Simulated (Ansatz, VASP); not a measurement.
C: VASP beside Ansatz

The input INCAR:

```
  PREC = Accurate
  ENCUT = 600
  EDIFF = 1E-6
  ISMEAR = -1
  SIGMA = 0.1
  LREAL = False
  LASPH = True
  NELM = 120
  ALGO = Normal
  ISIF = 2
  LWAVE = False
  LCHARG = True
  LELF = True
  LVHAR = True
  NBANDS = 11
  GGA_COMPAT = False
```

Contents of KPOINTS:

```
regular mesh
0
Gamma
  14 14 3
```

The input POSCAR:

```
C
1.0
    2.4561700000      0.0000000000      0.0000000000
   -1.2280900000      2.1271100000      0.0000000000
    0.0000000000      0.0000000000      8.5238000000
C
2
Direct
    0.3333333333      0.6666666667      0.0000000000
    0.6666666667      0.3333333333      0.0029329642
```

Input for Ansatz:

```yaml
crystal:
  lattice:
    - [2.45617, 0.0, 0.0]
    - [-1.22809, 2.12711, 0.0]
    - [0.0, 0.0, 8.5238]
  atoms:
    - { symbol: C, position: [0.3333333333333333, 0.6666666666666666, 0.0] }
    - { symbol: C, position: [0.6666666666666666, 0.3333333333333333, 0.0029329641709096893] }
kpoints:
  mp_grid:
    grid: [14, 14, 3]
hamiltonian:
  xc: lda
scf:
  occupations:
    method: fermi_dirac
    width: 0.1
output:
  forces: true
```

Alike in both runs: task single point; functional LDA; k mesh 14 × 14 × 3; occupations fermi-dirac, width 0.1 eV; no spin polarisation.

```csv
,VASP,Ansatz
version,VASP 6.6.1,Ansatz 0.2.0
potentials or method,"VASP PAW LDA potentials, release 64 (C)","plane waves, PAW"
plane-wave cutoff (eV),600,420
valence electrons in the cell,8,8
```

```csv
,VASP,Ansatz,Ansatz less VASP
rms of the force components (eV/Å),0.256,0.258,+0.0014
```

LDA's correlation is that of Perdew and Zunger in VASP and of Perdew and Wang (1992) in Ansatz. Atom by atom the forces differ by 0.001 eV/Å (rms over components).
